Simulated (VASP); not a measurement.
Hf, 2 atoms in the cell. It takes space group P6_3/mmc (No. 194, hexagonal). Conventional cell: a = 3.200 Å, b = 3.200 Å, c = 5.049 Å, α = 90.00°, β = 90.00°, γ = 120.00°. Hf (site symmetry -6m2) has 12 Hf at 3.13 to 3.20 Å within 4.1 Å. 

| Quantity | Value |
| --- | --- |
| Program | VASP 6.6.1 |
| Task | relaxation of shape and atoms at fixed volume |
| Functional | r2SCAN |
| Potentials or basis | VASP PAW PBE potentials, release 64 (Hf_pv) |
| Cutoff | 600 eV |
| k mesh | 16 × 16 × 8 |
| Occupations | gaussian, width 0.05 eV |
| Spin | no spin polarisation |
| Dipole correction | no |
| Further INCAR settings | ALGO = Normal; EDIFF = 1e-06; IBRION = 2; EDIFFG = -0.01; NSW = 60; ISIF = 4 |

Potentials or basis: VASP PAW PBE potentials, release 64 (Hf_pv).

Run with:

```console
$ cat potpaw_PBE.64/Hf_pv/POTCAR > POTCAR
$ cp INCAR.step1 INCAR
$ mpirun -np 1 vasp_std > vasp.out
$ cp INCAR.step2 INCAR
$ mpirun -np 1 vasp_std > vasp.out
```

Hardware: 1 thread of Intel Xeon 8259CL, with other jobs on the host.

Q: Estimate the wall time of this run.

A: Run time: 16 min on 1 thread of Intel Xeon 8259CL (shared host), peak memory 0.26 GiB. Counts: k points 150, ion steps 2.
